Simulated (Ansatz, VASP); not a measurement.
**ZnBr: VASP beside Ansatz**

INCAR

```
PREC = Accurate ; ENCUT = 520
EDIFF = 1E-6 ; ISMEAR = 0
SIGMA = 0.1 ; LREAL = False
LASPH = True ; NELM = 100
ALGO = Normal ; ISIF = 2
LWAVE = False ; LCHARG = True
GGA = PE ; LELF = True
LVHAR = True ; NBANDS = 16
```

KPOINTS

```
Automatic mesh
0
Gamma
  18 18 18
```

Contents of POSCAR:

```
ZnBr
1.0
    2.0684064551      1.1941950236      3.3722843923
   -2.0684064551      1.1941950236      3.3722843923
    0.0000000000     -2.3883900472      3.3722843923
Zn Br
1 1
Direct
    0.0000000000      0.0000000000      0.0000000000
    0.5000000000      0.5000000000      0.5000000000
```

Input for Ansatz:

```yaml
crystal:
  lattice:
    - [2.0684064551, 1.1941950236, 3.3722843923]
    - [-2.0684064551, 1.1941950236, 3.3722843923]
    - [0.0, -2.3883900472, 3.3722843923]
  atoms:
    - { symbol: Zn, position: [0.0, 0.0, 0.0] }
    - { symbol: Br, position: [0.5, 0.5, 0.5] }
basis:
  ecutwfc: 420
kpoints:
  mp_grid: { grid: [18, 18, 18] }
  band_path:
    path:
      - [[0.0, 0.0, 0.0], [0.5, 0.5, 0.5], [0.74973245, 0.25026755, 0.5]]
      - [[0.5, -0.25026755, 0.25026755], [0.5, 0.0, 0.0], [0.0, 0.0, 0.0], [0.37513378, -0.37513378, 0.0]]
      - [[0.62486622, 0.0, 0.37513378], [0.5, 0.0, 0.5], [0.0, 0.0, 0.0]]
    npoints: 14
hamiltonian:
  xc: pbe
scf:
  occupations: { method: gaussian, width: 0.1 }
  n_extra_bands: 6
output:
  forces: true
  stress: true
  eigenvalues: true
  populations: true
  dos: { projected: true, de: 0.02, nscf_kmesh: { grid: [22, 22, 22] } }
  bader: true
  write_density: true
  write_potential: true
  elf: true
  volumetric_format: npy
```

Alike in both runs: task single point; functional PBE; k mesh 18 × 18 × 18; occupations gaussian, width 0.1 eV; no spin polarisation.

```csv
,VASP,Ansatz
version,VASP 6.6.1,Ansatz 0.2.0
potentials or method,"VASP PAW PBE potentials, release 64 (Zn, Br), cutoff 520 eV","scalar-relativistic, plane waves, PAW"
valence electrons in the cell,19,19
```

|  | VASP | Ansatz | Ansatz less VASP |
| --- | --- | --- | --- |
| gap on the k mesh at the Fermi level (eV) | none | none | - |
| pressure (GPa) | 0.0 | 0.0 | -0.03 |

A gap of «none» marks a metal or a gap that the smearing closes.
